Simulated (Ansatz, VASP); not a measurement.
## SrCl2 in VASP and in Ansatz

File INCAR:

```
ALGO     = Normal         # electronic algorithm
EDIFF    = 1E-7           # SCF threshold, eV
ENCUT    = 520            # plane-wave cutoff, eV
GGA      = PS             # functional
ISIF     = 2              # what is computed and relaxed
ISMEAR   = 0              # smearing method
LASPH    = True           # aspherical terms in the spheres
LCHARG   = False          # write CHGCAR
LREAL    = False          # projectors in reciprocal space
LWAVE    = False          # write WAVECAR
NBANDS   = 19             # bands
NELM     = 100            # most SCF steps
PREC     = Accurate       # precision mode
SIGMA    = 0.05           # smearing width, eV
```

File KPOINTS:

```
k-points
0
Gamma
  6 6 6
```

File POSCAR:

```
SrCl2
1.0
    0.0000000000      3.4855000000      3.4855000000
    3.4855000000      0.0000000000      3.4855000000
    3.4855000000      3.4855000000      0.0000000000
Sr Cl
1 2
Direct
    0.0000000000      0.0000000000      0.0000000000
    0.2491144165      0.2424497975      0.2617149625
    0.7508855835      0.7575502025      0.7382850375
```

Input for Ansatz:

```yaml
crystal:
  lattice:
    - [0.0, 3.4855, 3.4855]
    - [3.4855, 0.0, 3.4855]
    - [3.4855, 3.4855, 0.0]
  atoms:
    - { symbol: Sr, position: [0.0, 0.0, 0.0] }
    - { symbol: Cl, position: [0.2491144165, 0.2424497975, 0.2617149625] }
    - { symbol: Cl, position: [0.7508855835, 0.7575502025, 0.7382850375] }
basis:
  ecutwfc: 420
kpoints:
  mp_grid: { grid: [6, 6, 6] }
hamiltonian:
  xc: pbesol
scf:
  occupations: { method: gaussian, width: 0.05 }
output:
  forces: true
  stress: true
  eigenvalues: true
```

Change from the starting cell: mode 8 (171.7 1/cm) frozen in, largest displacement -0.050 Å.

Alike in both runs: task single point; functional PBEsol; k mesh 6 × 6 × 6; occupations gaussian, width 0.05 eV; no spin polarisation.

```csv
,VASP,Ansatz
version,VASP 6.6.1,Ansatz 0.2.0
potentials or method,"VASP PAW PBE potentials, release 64 (Sr_sv, Cl), cutoff 520 eV","scalar-relativistic, plane waves, PAW"
valence electrons in the cell,24,24
```

|  | VASP | Ansatz | Ansatz less VASP |
| --- | --- | --- | --- |
| gap on the k mesh at the Fermi level (eV) | 5.13 | 5.14 | +0.009 |
| least direct gap on the mesh (eV) | 5.36 | 5.36 | +0.002 |
| pressure (GPa) | -0.8 | -0.9 | -0.13 |
| traceless stress, the component that is largest in VASP (GPa) | -0.32 | -0.30 | +0.016 |
| rms of the force components (eV/Å) | 0.095 | 0.094 | -0.0013 |

VASP's potentials were made for PBE, not for PBEsol. Atom by atom the forces differ by 0.001 eV/Å (rms over components). With one functional, cell and mesh, what is left measures potentials, basis and numerics.
